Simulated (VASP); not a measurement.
Wanted: the native input for a VASP 6.6.1 run.

- Task: single point
- Functional: PBE
- Potentials or basis: VASP PAW PBE potentials, release 64 (Sn_d)
- Cutoff: 500 eV
- k mesh: 4 × 4 × 4
- Occupations: methfessel-paxton, width 0.1 eV
- Spin: no spin polarisation
- Dipole correction: no
- Further INCAR settings: ALGO = Normal; EDIFF = 1e-06; NBANDS = 21

The structure of Sn lies in POSCAR:

```
Sn
1.0
    0.0000000000      3.2333430000      3.2333430000
    3.2333430000      0.0000000000      3.2333430000
    3.2333430000      3.2333430000      0.0000000000
Sn
2
Direct
    0.0000000000      0.0000000000      0.0000000000
    0.2500000000      0.2500000000      0.2500000000
```

These files were run (other wordings do the same):

INCAR

```
SYSTEM = Sn
PREC     = Accurate       ! precision mode
ENCUT    = 500            ! plane-wave cutoff, eV
EDIFF    = 1E-6           ! SCF threshold, eV
ISMEAR   = 1              ! smearing method
SIGMA    = 0.1            ! smearing width, eV
LREAL    = .FALSE.        ! projectors in reciprocal space
LASPH    = .TRUE.         ! aspherical terms in the spheres
NELM     = 120            ! most SCF steps
ALGO     = Normal         ! electronic algorithm
ISIF     = 2              ! what is computed and relaxed
LWAVE    = .FALSE.        ! write WAVECAR
LCHARG   = .TRUE.         ! write CHGCAR
GGA      = PE             ! functional
LELF     = .TRUE.         ! ELF
LVHAR    = .TRUE.       
NBANDS   = 21             ! bands
GGA_COMPAT= .FALSE.
```

KPOINTS

```
Automatic mesh
0
G
  4 4 4
  0 0 0
```

Potentials or basis: VASP PAW PBE potentials, release 64 (Sn_d).

The run is started by

```bash
$ cat potpaw_PBE.64/Sn_d/POTCAR > POTCAR
$ mpirun -np 1 vasp_std > vasp.out
```

It gave:

- Pressure: 4.5 GPa
- Band gap on the k mesh: zero (band 14 reaches 5.87 eV, above the bottom of band 15 at 5.79 eV)

Caveat: the k points lie up to 0.42 Å⁻¹ apart; spin-orbit coupling is left out, which moves the levels of the heavy elements.

Wall time 14 s on 1 thread of Intel(R) Xeon(R) Platinum 8488C (Sapphire Rapids), with other jobs on the host, peak memory 0.19 GiB.
